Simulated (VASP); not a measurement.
Here is a VASP 6.6.1 calculation.

File INCAR:

```
SYSTEM = WF3
ALGO = Normal ; EDIFF = 1E-7
ENCUT = 520 ; GGA = PE
ISIF = 2 ; ISMEAR = 0
ISPIN = 2 ; LASPH = .True.
LCHARG = .False. ; LMAXMIX = 4
LORBIT = 11 ; LREAL = .False.
LWAVE = .False. ; MAGMOM = 2.17 0.16 0 0
NBANDS = 30 ; NELM = 150
PREC = Accurate ; SIGMA = 0.1
```

KPOINTS

```
k-points
0
Gamma
  14 14 14
  0 0 0
```

Contents of POSCAR:

```
WF3
1.0
    0.0000000000      2.7397048423      2.7397048423
    2.7397048423      0.0000000000      2.7397048423
    2.7397048423      2.7397048423      0.0000000000
W F
1 3
Direct
    0.0000000000      0.0000000000      0.0000000000
    0.5000000000      0.5000000000      0.5000000000
    0.7500000000      0.7500000000      0.7500000000
    0.2500000000      0.2500000000      0.2500000000
```

Potentials or basis: VASP PAW PBE potentials, release 64 (W_sv, F).

Command:

```sh
$ cat potpaw_PBE.64/W_sv/POTCAR potpaw_PBE.64/F/POTCAR > POTCAR
$ mpirun -np 1 vasp_std > vasp.out
```

Question: Estimate the site moments.

Answer: W +2.53; F +0.13, -0.02 μB.

Question: Predict the net moment.

Answer: 3.00 μB per cell.
